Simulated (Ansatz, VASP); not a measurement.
One calculation of Hf, two programs

Contents of INCAR:

```
  PREC = Accurate
  ENCUT = 520
  EDIFF = 1E-8
  ISMEAR = -1
  SIGMA = 0.05
  LREAL = False
  LASPH = True
  NELM = 80
  ALGO = Normal
  ISIF = 2
  LWAVE = False
  LCHARG = False
  GGA = PS
  LEFG = True
  NBANDS = 17
```

File KPOINTS:

```
regular mesh
0
Gamma
  13 13 7
```

The input POSCAR:

```
Hf
1.0
    3.2593948047      0.0000000000      0.0000000000
   -1.6296974024      2.8227187018      0.0000000000
    0.0000000000      0.0000000000      5.1569977332
Hf
2
Direct
    0.3333333333      0.6666666667      0.2500000000
    0.6666666667      0.3333333333      0.7500000000
```

Input for Ansatz:

```yaml
crystal:
  lattice:
    - [3.2593948047, 0.0, 0.0]
    - [-1.6296974024, 2.8227187018, 0.0]
    - [0.0, 0.0, 5.1569977332]
  atoms:
    - { symbol: Hf, position: [0.3333333333, 0.6666666667, 0.25] }
    - { symbol: Hf, position: [0.6666666667, 0.3333333333, 0.75] }
kpoints:
  mp_grid: { grid: [13, 13, 7] }
scf:
  occupations: { method: fermi_dirac, width: 0.05 }
hamiltonian:
  xc: pbesol
  pseudopotentials: { kind: all_electron, datasets: crystal }
output:
  forces: true
  stress: true
  eigenvalues: true
  efg: { contact_densities: true }
```

Change from the starting cell: volume scaled by 1.06, crystal datasets.

Alike in both runs: task electric field gradients; functional PBEsol; k mesh 13 × 13 × 7; occupations fermi-dirac, width 0.05 eV; no spin polarisation.

|  | VASP | Ansatz |
| --- | --- | --- |
| version | VASP 6.6.1 | Ansatz 0.2.0 |
| potentials or method | VASP PAW PBE potentials, release 64 (Hf_pv), cutoff 520 eV | all-electron PAW with datasets made for the crystal, scalar-relativistic |

|  | VASP | Ansatz | Ansatz less VASP |
| --- | --- | --- | --- |
| pressure (GPa) | -9.4 | -9.0 | +0.40 |
| traceless stress, the component that is largest in VASP (GPa) | -0.35 | -0.29 | +0.052 |
| size of Vzz on the site where it differs most (V/Å²) | 68.0 | 75.7 | +7.76 |

VASP's potentials were made for PBE, not for PBEsol. Ansatz ran all-electron here, and VASP with PAW potentials.

Spin-orbit coupling is off throughout.
